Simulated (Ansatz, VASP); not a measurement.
## Two plane-wave programs on Al4CoNi3

```
Al Co Ni
1.0
     5.80593    0.00000    0.00000
     0.00000    5.80593    0.00000
     0.00000    0.00000    2.85018
Al Co Ni
4 1 3
Cartesian
  4.3442 4.3442 0.0000
  4.3442 1.4617 0.0000
  1.4617 4.3442 0.0000
  1.4617 1.4617 0.0000
  2.9030 2.9030 1.4251
  0.0000 0.0000 1.4251
  0.0000 2.9030 1.4251
  2.9030 0.0000 1.4251
```

Alike in both runs: functional PBE; k mesh 4 × 4 × 6; occupations gaussian, width 0.1 eV; collinear spin.

Ansatz relaxed the structure, and its values are those at the end. VASP's run is a single point on that final structure, the one shown.

|  | VASP | Ansatz |
| --- | --- | --- |
| version | VASP 6.6.1 | Ansatz 0.2.0 |
| potentials or method | VASP PAW PBE potentials, release 64 (Al, Co, Ni), cutoff 520 eV | scalar-relativistic, plane waves, PAW |
| valence electrons in the cell | 51 | 83 |

Ansatz gave:

| Property | Result |
| --- | --- |
| gap on the k mesh at the Fermi level (eV) | none |
| pressure (GPa) | 0.1 |
| rms of the force components (eV/Å) | 0.000 |
| net moment per atom (μB) | 0.09 |
| size of the moment on the site where the two differ most (μB) | 0.59 |

Which values does VASP return?

gap on the k mesh at the Fermi level (eV): none; pressure (GPa): 0.2; rms of the force components (eV/Å): 0.004; net moment per atom (μB): 0.09; size of the moment on the site where the two differ most (μB): 0.56.

Site moments also hang on the region over which each program counts them. A gap of «none» marks a metal or a gap that the smearing closes. VASP's potentials hold 51 valence electrons a cell and Ansatz's 83, so a difference there can come from the potentials and not from the codes. Ansatz's warnings: seeded moment not kept.

The k mesh is coarse, so the values compare programs but aren't converged.
